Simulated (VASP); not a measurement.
Here is a VASP 6.6.1 calculation.

Contents of INCAR:

```
SYSTEM = YLuAs2
  PREC = Accurate
  ENCUT = 520
  EDIFF = 1E-6
  ISMEAR = -1
  SIGMA = 0.02
  LREAL = .FALSE.
  LASPH = .TRUE.
  NELM = 100
  ALGO = Normal
  ISIF = 2
  LWAVE = .FALSE.
  LCHARG = .FALSE.
  GGA = PE
  NBANDS = 31
```

Contents of KPOINTS:

```
Automatic mesh
0
G
  6 6 6
  0 0 0
```

Contents of POSCAR:

```
YLuAs2
1.0
    2.0351943481      1.1750200047      6.6326432020
   -2.0351943481      1.1750200047      6.6326432020
    0.0000000000     -2.3500400095      6.6326432020
Y Lu As
1 1 2
Direct
    1.0000000000      0.0000000000      0.0000000000
    0.5000000000      0.5000000000      0.5000000000
    0.2478776929      0.2478776929      0.2478776929
    0.7521223071      0.7521223071      0.7521223071
```

Potentials or basis: VASP PAW PBE potentials, release 64 (Y_sv, Lu, As).

Launch:

```console
$ cat potpaw_PBE.64/Y_sv/POTCAR potpaw_PBE.64/Lu/POTCAR potpaw_PBE.64/As/POTCAR > POTCAR
$ mpirun -np 1 vasp_std > vasp.out
```

(1) Estimate the band gap on the k mesh.

(2) Predict the pressure.

(3) Predict the largest force.

## Answers

(1) zero (bands 23 and 24 overlap by 1.03 eV).

(2) 0.6 GPa.

(3) 0.061 eV/Å.

Caveat: spin-orbit coupling is left out, which moves the levels of the heavy elements.
